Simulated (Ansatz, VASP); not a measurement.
# One calculation of Mo3W, two programs

```
Mo W
1.0
     5.05464    0.00000    0.00000
     0.00000    5.05464    0.00000
     0.00000    0.00000    5.05464
Mo W
6 2
Cartesian
  1.2637 0.0000 2.5273
  2.5273 3.7910 0.0000
  3.7910 0.0000 2.5273
  2.5273 1.2637 0.0000
  0.0000 2.5273 3.7910
  0.0000 2.5273 1.2637
  0.0000 0.0000 0.0000
  2.5273 2.5273 2.5273
```

Change from the starting cell: species swapped into the Zr3Au type (Pm-3n, No. 223).

Alike in both runs: functional PBE; k mesh 4 × 4 × 4; occupations gaussian, width 0.1 eV; no spin polarisation.

Ansatz relaxed the structure, and its values are those at the end. VASP's run is a single point on that final structure, the one shown.

```csv
,VASP,Ansatz
version,VASP 6.6.1,Ansatz 0.2.0
potentials or method,"VASP PAW PBE potentials, release 64 (Mo_sv, W_sv), cutoff 500 eV","scalar-relativistic, plane waves, PAW"
valence electrons in the cell,112,112
```

Ansatz gave:

```
gap on the k mesh at the Fermi level (eV) : none
pressure (GPa)                            : 0.0
```

Question: Which values does VASP return?

Answer: gap on the k mesh at the Fermi level (eV): none; pressure (GPa): 0.5.

A gap of «none» marks a metal or a gap that the smearing closes. The functional is the same, so the differences come from potentials, cutoffs and numerics.

Spin-orbit coupling is off throughout.
